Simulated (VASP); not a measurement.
Wanted: the native input for a VASP 6.6.1 run.

| Quantity | Value |
| --- | --- |
| Task | single point |
| Functional | PBEsol |
| Potentials or basis | VASP PAW PBE potentials, release 64 (Al, Ni) |
| Cutoff | 520 eV |
| k mesh | 20 × 20 × 20 |
| Occupations | gaussian, width 0.15 eV |
| Spin | no spin polarisation |
| Dipole correction | no |
| Further INCAR settings | ALGO = Fast; EDIFF = 1e-06; NBANDS = 14 |

The structure of AlNi lies in POSCAR:

```
AlNi
1.0
    2.0213280872     -2.0213497884      0.0000000000
    2.0213280872      2.0213497884      0.0000000000
    0.0000000000      0.0000000000      2.8694088111
Al Ni
1 1
Direct
    0.0000000000      0.0000000000      0.0392066824
    0.5000000000      0.5000000000      0.5000000000
```

This cell differs from its parent crystal: all Al atoms moved +0.113 Å, as atom 1 along Cartesian [0 0 1].

These files were run (other wordings do the same):

INCAR

```
ALGO = Fast
EDIFF = 1E-6
ENCUT = 520
GGA = PS
ISIF = 2
ISMEAR = 0
LASPH = T
LCHARG = F
LREAL = F
LWAVE = F
NBANDS = 14
NELM = 80
PREC = Accurate
SIGMA = 0.15
```

KPOINTS

```
k-points
0
Gamma
  20 20 20
```

Potentials or basis: VASP PAW PBE potentials, release 64 (Al, Ni).

Command:

```bash
$ cat potpaw_PBE.64/Al/POTCAR potpaw_PBE.64/Ni/POTCAR > POTCAR
$ mpirun -np 1 vasp_std > vasp.out
```

It gave:

| Item | Value |
| --- | --- |
| Pressure | 1.1 GPa |
| Largest force | 0.704 eV/Å |

Caveat: the cell differs from its parent crystal (all Al atoms moved +0.113 Å, as atom 1 along Cartesian [0 0 1]); the PAW data sets were made with another functional, which shifts forces and pressure a little.

Run time: 3.5 min on 1 thread of Intel Xeon 6975P-C, with other jobs on the host, peak memory 0.5 GiB.
